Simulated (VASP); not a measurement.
# TiN (Fm-3m) in VASP: notebook

TiN is run at these levels: PBEsol, PBE; tasks: single point.

All numbers are computed with VASP 6.6.1; they aren't measurements. Logs are shortened: lines on timing, memory, paths and dates and some standing lists are left out, and cuts for length are marked.

**1. The cell of the first run**

Symmetry: Fm-3m, No. 225, cubic system. The conventional cell has a = 4.247 Å, b = 4.247 Å, c = 4.247 Å, α = 90.00°, β = 90.00°, γ = 90.00°. Ti (site symmetry m-3m) has 6 N at 2.12 Å within 2.8 Å. Within 2.8 Å of N (site symmetry m-3m) lie 6 Ti at 2.12 Å.

**2. Single point, PBEsol**

Contents of INCAR:

```
  ALGO = Normal
  EDIFF = 1E-6
  ENCUT = 520
  GGA = PS
  ISIF = 2
  ISMEAR = 0
  LASPH = T
  LCHARG = F
  LREAL = F
  LWAVE = F
  NBANDS = 16
  NELM = 100
  PREC = Accurate
  SIGMA = 0.1
```

Contents of KPOINTS:

```
k-points
0
Gamma
  18 18 18
```

Contents of POSCAR:

```
TiN
1.0
    0.0000000000      2.1233653582      2.1233653582
    2.1233653582      0.0000000000      2.1233653582
    2.1233653582      2.1233653582      0.0000000000
Ti N
1 1
Direct
    0.0000000000      0.0000000000      0.0000000000
    0.5000000000      0.5000000000      0.5000000000
```

Potentials or basis: VASP PAW PBE potentials, release 64 (Ti_sv, N).

The run is started by

```console
$ cat potpaw_PBE.64/Ti_sv/POTCAR potpaw_PBE.64/N/POTCAR > POTCAR
$ mpirun -np 1 vasp_std > vasp.out
```

OUTCAR:

```text
EDIFF = 1E-6
   ENCUT = 520
   GGA = PS
   ISIF = 2
   ISMEAR = 0
   LASPH = T
   LREAL = F
   NELM = 100
   PREC = Accurate

 ion  position               nearest neighbor table
   1  0.000  0.000  0.000-   2 2.12   2 2.12   2 2.12   2 2.12   2 2.12   2 2.12
   2  0.500  0.500  0.500-   1 2.12   1 2.12   1 2.12   1 2.12   1 2.12   1 2.12

  LATTYP: Found a face centered cubic cell.
 ALAT       =     4.2467307164

  Lattice vectors:

 A1 = (   0.0000000000,   2.1233653582,   2.1233653582)
 A2 = (   2.1233653582,   0.0000000000,   2.1233653582)
 A3 = (   2.1233653582,   2.1233653582,   0.0000000000)

Analysis of symmetry for initial positions (statically):
=====================================================================
 Subroutine PRICEL returns:
 Original cell was already a primitive cell.

 Routine SETGRP: Setting up the symmetry group for a
 face centered cubic supercell.

 Subroutine GETGRP returns: Found 48 space group operations
 (whereof 48 operations were pure point group operations)
 out of a pool of 48 trial point group operations.

The static configuration has the point symmetry O_h .

Analysis of symmetry for dynamics (positions and initial velocities):
=====================================================================
 Subroutine PRICEL returns:
 Original cell was already a primitive cell.

 Routine SETGRP: Setting up the symmetry group for a
 face centered cubic supercell.

 Subroutine GETGRP returns: Found 48 space group operations
 (whereof 48 operations were pure point group operations)
 out of a pool of 48 trial point group operations.

The dynamic configuration has the point symmetry O_h .

 Subroutine INISYM returns: Found 48 space group operations
 (whereof 48 operations are pure point group operations),
 and found     1 'primitive' translations

----------------------------------------------------------------------------------------

                                     Primitive cell

  volume of cell :      19.1472

  direct lattice vectors                    reciprocal lattice vectors
     0.000000000  2.123365358  2.123365358    -0.235475255  0.235475255  0.235475255
     2.123365358  0.000000000  2.123365358     0.235475255 -0.235475255  0.235475255
     2.123365358  2.123365358  0.000000000     0.235475255  0.235475255 -0.235475255

  length of vectors
     3.002892087  3.002892087  3.002892087     0.407855106  0.407855106  0.407855106

  position of ions in fractional coordinates (direct lattice)
     0.000000000  0.000000000  0.000000000
[... 73 lines left out ...]
   LNONCOLLINEAR =      F non collinear calculations
   LSORBIT =      F    spin-orbit coupling
   LASPH  =      T    aspherical Exc in radial PAW
   ENCUT  =  520.0 eV  38.22 Ry    6.18 a.u.   5.58  5.58  5.58*2*pi/ulx,y,z
   NELM   =    100;   NELMIN=  2; NELMDL= -5     # of ELM steps
   EDIFF  = 0.1E-05   stopping-criterion for ELM
   LREAL  =      F    real-space projection
   EDIFFG = 0.1E-04   stopping-criterion for IOM
   NSW    =      0    number of steps for IOM
   IBRION =     -1    ionic relax: 0-MD 1-quasi-New 2-CG
   NFREE  =      0    steps in history (QN), initial steepest desc. (CG)
   ISIF   =      2    stress and relaxation
   ISYM   =      2    0-nonsym 1-usesym 2-fastsym
   POTIM  = 0.5000    time-step for ionic-motion
   TEBEG  =    0.0;   TEEND  =   0.0 temperature during run
   PSTRESS=    0.0 pullay stress
   NELECT =      17.0000    total number of electrons
   NUPDOWN=      -1.0000    fix difference up-down
   EMIN   =  10.00;   EMAX   =-10.00  energy-range for DOS
   EFERMI =   0.00;   METHOD = LEGACY
   ISMEAR =     0;   SIGMA  =   0.10  broadening in eV -4-tet -1-fermi 0-gaus
   EFERMI_NEDOS =   21; number of points for ismear=-14 and -15
   IALGO  =     38    algorithm
   IMIX   =      4    mixing-type and parameters
     AMIX     =   0.40;   BMIX     =  1.00
     AMIX_MAG =   1.60;   BMIX_MAG =  1.00
  volume/ion in A,a.u.               =       9.57        64.61
  Fermi-wavevector in a.u.,A,eV,Ry     =   1.573463  2.973413 33.685092  2.475784
  Thomas-Fermi vector in A             =   2.674743
   LORBIT       =      0    0 simple, 1 ext, 2 COOP (PROOUT), +10 PAW based schemes
   GGA     = PS    functional components
   LHFCALC =     F    Hartree Fock is set to
   AEXX    =    0.0000 exact exchange contribution
   IVDW    =     0    specifies the selected vdW correction
   LEPSILON=     F    determine dielectric tensor
   LRPA    =     F    only Hartree local field effects (RPA)
 non-spin polarized calculation
 Gauss-broadening in eV      SIGMA  =   0.10
  energy-cutoff  :      520.00
  volume of cell :       19.15
 maximum number of plane-waves:       534
   NGX = 11   NGY = 11   NGZ = 11

 number of electron      17.0000002 magnetization

 Free energy of the ion-electron system (eV)
  ---------------------------------------------------
  ext. energy  EPLUGINS =         0.00000000
  ---------------------------------------------------
  free energy    TOTEN  =       -20.76872595 eV

  energy without entropy =      -20.76451479  energy(sigma->0) =      -20.76662037

 E-fermi :  11.2581     XC(G=0): -13.2028

 val. band max:       11.2251233606   @ k =  -0.1667   0.1111   0.0000
 cond. band min:      11.2655774279   @ k =  -0.4444   0.2778   0.0556
 fundamental gap:      0.0404540672
 Fermi energy:        11.2581302071

 k-point     1 :       0.0000    0.0000    0.0000
  band No.  band energies     occupation
      1     -46.3518      2.00000
      2     -22.4339      2.00000
      3     -22.4339      2.00000
      4     -22.4339      2.00000
      5      -5.7570      2.00000
      6       9.2477      2.00000
[... 433 lines left out ...]
      3     -22.4825      2.00000
      4     -22.4525      2.00000
      5      -4.7094      2.00000
      6       5.7990      2.00000
[... 8 lines left out ...]
     15      24.1190      0.00000
     16      28.2061      0.00000

 [... further k-points ...]
[... 5 lines left out ...]
  --------------------------------------------------------------------------------------
  -------------------------------------------------------------------------------------
  Total       -0.9700332     -0.9700332     -0.9700332      0.0000000     -0.0000000      0.0000000
  in kB      -81.1695261    -81.1695261    -81.1695261      0.0000000     -0.0000000      0.0000000
  external PRESSURE =     -81.1695261 kB  Pullay stress =       0.0000000 kB

 VOLUME and BASIS-vectors are now :
 -----------------------------------------------------------------------------
  energy-cutoff  :      520.00
  volume of cell :       19.15
      direct lattice vectors                 reciprocal lattice vectors
     0.000000000  2.123365358  2.123365358    -0.235475255  0.235475255  0.235475255
     2.123365358  0.000000000  2.123365358     0.235475255 -0.235475255  0.235475255
     2.123365358  2.123365358  0.000000000     0.235475255  0.235475255 -0.235475255

 POSITION                                       TOTAL-FORCE (eV/Angst)
 -----------------------------------------------------------------------------------
      0.00000      0.00000      0.00000         0.000000     -0.000000     -0.000000
      2.12337      2.12337      2.12337         0.000000      0.000000      0.000000
 -----------------------------------------------------------------------------------
    total drift:                                0.000000     -0.000000     -0.000000

  FREE ENERGIE OF THE ION-ELECTRON SYSTEM (eV)
  ---------------------------------------------------
  free  energy   TOTEN  =       -20.7687259487 eV

  energy  without entropy=      -20.7645147946  energy(sigma->0) =      -20.76662037
```

OSZICAR:

```text
N       E                     dE             d eps       ncg     rms          rms(c)
DAV:   1     0.132844248711E+03    0.13284E+03   -0.81867E+03  6256   0.125E+03
DAV:   2    -0.177055874427E+02   -0.15055E+03   -0.14101E+03  6808   0.348E+02
DAV:   3    -0.255700445589E+02   -0.78645E+01   -0.77746E+01  8144   0.821E+01
DAV:   4    -0.257473798747E+02   -0.17734E+00   -0.17719E+00  7368   0.118E+01
DAV:   5    -0.257513405674E+02   -0.39607E-02   -0.39607E-02  7512   0.157E+00    0.183E+01
DAV:   6    -0.211662215553E+02    0.45851E+01   -0.12452E+01  8192   0.531E+01    0.685E+00
DAV:   7    -0.208184599843E+02    0.34776E+00   -0.15405E+00  7504   0.154E+01    0.492E+00
DAV:   8    -0.210440381575E+02   -0.22558E+00   -0.11562E+00  8384   0.156E+01    0.634E+00
DAV:   9    -0.207759103620E+02    0.26813E+00   -0.39436E-01  7072   0.968E+00    0.132E+00
DAV:  10    -0.207710034428E+02    0.49069E-02   -0.42534E-02  7680   0.233E+00    0.404E-01
DAV:  11    -0.207688297611E+02    0.21737E-02   -0.52832E-03  7104   0.629E-01    0.179E-01
DAV:  12    -0.207687841115E+02    0.45650E-04   -0.36957E-04  7688   0.188E-01    0.841E-02
DAV:  13    -0.207687348663E+02    0.49245E-04   -0.21419E-04  7656   0.223E-01    0.196E-02
DAV:  14    -0.207687259771E+02    0.88892E-05   -0.15333E-05  7608   0.540E-02    0.756E-03
DAV:  15    -0.207687259487E+02    0.28351E-07   -0.19291E-06  6432   0.112E-02
   1 F= -.20768726E+02 E0= -.20766620E+02  d E =-.421115E-02
```

stdout:

```text
POSCAR found type information on POSCAR TiN
 POSCAR found :  2 types and       2 ions
 scaLAPACK will be used
 -----------------------------------------------------------------------------
|                                                                             |
|                                                                             |
|     You enforced a specific xc type in the INCAR file but a different       |
|     I HOPE YOU KNOW WHAT YOU ARE DOING!                                     |
|                                                                             |
 -----------------------------------------------------------------------------

 LDA part: xc-table for (Slater+PW92), standard interpolation
 POSCAR, INCAR and KPOINTS ok, starting setup
 FFT: planning ... GRIDC
 FFT: planning ... GRID_SOFT
 FFT: planning ... GRID
 WAVECAR not read
 entering main loop
```

Run time: 38 s. Hardware: 1 thread of Intel Xeon Platinum 8259CL at 2.50GHz (Skylake/Cascade Lake), shared host; peak memory 0.18 GiB.

What came out:

```yaml
Free_energy: -20.7687 eV
Pressure: -8.1 GPa
```

Levels at points of the mesh, in eV from the Fermi level:
```tsv
k point	band 7	band 8	band 9	band 10	band 11	band 12
(0.00, 0.00, 0.00)	-2.01	-2.01	-0.62	-0.62	-0.62	0.57
(0.50, 0.00, 0.00)	-5.46	-5.46	1.70	1.70	2.37	5.75
(0.50, 0.50, 0.00)	-3.21	-3.21	-3.09	1.64	2.40	2.40
```

Caveat: the PAW data sets were made with another functional, which shifts forces and pressure a little.

**3. Single point, PBE (volume scaled by 0.88)**

Contents of INCAR:

```
PREC = Accurate ; ENCUT = 520
EDIFF = 1E-6 ; ISMEAR = 0
SIGMA = 0.1 ; LREAL = F
LASPH = T ; NELM = 60
ALGO = Normal ; ISIF = 2
LWAVE = F ; LCHARG = F
GGA = PE ; NBANDS = 16
```

Contents of KPOINTS:

```
Automatic mesh
0
Gamma
  18 18 18
```

Contents of POSCAR:

```
TiN
1.0
    0.0000000000      2.0347869881      2.0347869881
    2.0347869881      0.0000000000      2.0347869881
    2.0347869881      2.0347869881      0.0000000000
Ti N
1 1
Direct
    0.0000000000      0.0000000000      0.0000000000
    0.5000000000      0.5000000000      0.5000000000
```

Potentials or basis: VASP PAW PBE potentials, release 64 (Ti_sv, N).

The run is started by

```console
$ cat potpaw_PBE.64/Ti_sv/POTCAR potpaw_PBE.64/N/POTCAR > POTCAR
$ mpirun -np 1 vasp_std > vasp.out
```

Run time: 51 s. Hardware: 1 thread of Intel Xeon 6975P-C (Granite Rapids), shared host; peak memory 0.18 GiB.

Results (log left out):

- Free energy: -19.3307 eV
- Pressure: 47.0 GPa

Levels at points of the mesh, in eV from the Fermi level:
| k point | band 5 | band 6 | band 7 | band 8 | band 9 | band 10 | band 11 | band 12 | band 13 | band 14 |
| --- | --- | --- | --- | --- | --- | --- | --- | --- | --- | --- |
| (0.00, 0.00, 0.00) | -17.87 | -2.21 | -2.21 | -2.21 | -0.74 | -0.74 | -0.74 | 0.70 | 0.70 | 6.92 |
| (0.50, 0.00, 0.00) | -14.81 | -8.89 | -6.18 | -6.18 | 2.05 | 2.05 | 2.87 | 6.70 | 6.78 | 6.78 |
| (0.50, 0.50, 0.00) | -16.44 | -6.08 | -3.65 | -3.40 | -3.40 | 1.98 | 2.90 | 2.90 | 4.61 | 12.42 |
